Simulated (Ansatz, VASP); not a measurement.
## Zn in VASP and in Ansatz

The input POSCAR:

```
Zn
1.0
   -0.8302303281      1.6604606563      1.6604606563
    1.6604606563     -0.8302303281      1.6604606563
    1.6604606563      1.6604606563     -0.8302303281
Zn
1
Direct
    0.0000000000      0.0000000000      0.0000000000
```

File INCAR.step1:

```
SYSTEM = Zn
ALGO = Normal ; EDIFF = 1E-4
ENCUT = 520 ; GGA = PE
ISMEAR = 0 ; LASPH = .TRUE.
LCHARG = .FALSE. ; LREAL = .FALSE.
LWAVE = .TRUE. ; NBANDS = 12
NELM = 60 ; PREC = Accurate
SIGMA = 0.15
```

INCAR.step2

```
SYSTEM = Zn
ALGO = Normal ; EDIFF = 1E-7
ENCUT = 520 ; ISIF = 2
ISMEAR = 0 ; ISTART = 1
LASPH = .TRUE. ; LCHARG = .TRUE.
LELF = .TRUE. ; LMIXTAU = .TRUE.
LREAL = .FALSE. ; LVHAR = .TRUE.
LWAVE = .FALSE. ; METAGGA = R2SCAN
NBANDS = 12 ; NELM = 60
PREC = Accurate ; SIGMA = 0.15
```

KPOINTS

```
k-points
0
G
  24 24 24
  0 0 0
```

Input for Ansatz:

```yaml
crystal:
  lattice:
    - [-0.8302303281, 1.6604606563, 1.6604606563]
    - [1.6604606563, -0.8302303281, 1.6604606563]
    - [1.6604606563, 1.6604606563, -0.8302303281]
  atoms:
    - { symbol: Zn, position: [0.0, 0.0, 0.0] }
basis:
  ecutwfc: 500
kpoints:
  mp_grid: { grid: [24, 24, 24] }
hamiltonian:
  xc: r2scan
scf:
  occupations: { method: gaussian, width: 0.15 }
output:
  forces: true
  stress: true
  eigenvalues: true
```

Alike in both runs: task single point; functional r2SCAN; k mesh 24 × 24 × 24; occupations gaussian, width 0.15 eV; no spin polarisation.

|  | VASP | Ansatz |
| --- | --- | --- |
| version | VASP 6.6.1 | Ansatz 0.2.0 |
| potentials or method | VASP PAW PBE potentials, release 64 (Zn), cutoff 520 eV | scalar-relativistic, plane waves, PAW |
| valence electrons in the cell | 12 | 12 |

Ansatz gave:

- gap on the k mesh at the Fermi level (eV): none
- pressure (GPa): 8.4

Task: Which values does VASP return?

Result: gap on the k mesh at the Fermi level (eV): none; pressure (GPa): 9.1.

VASP's potentials were made for PBE, not for r2SCAN. A gap of «none» marks a metal or a gap that the smearing closes.
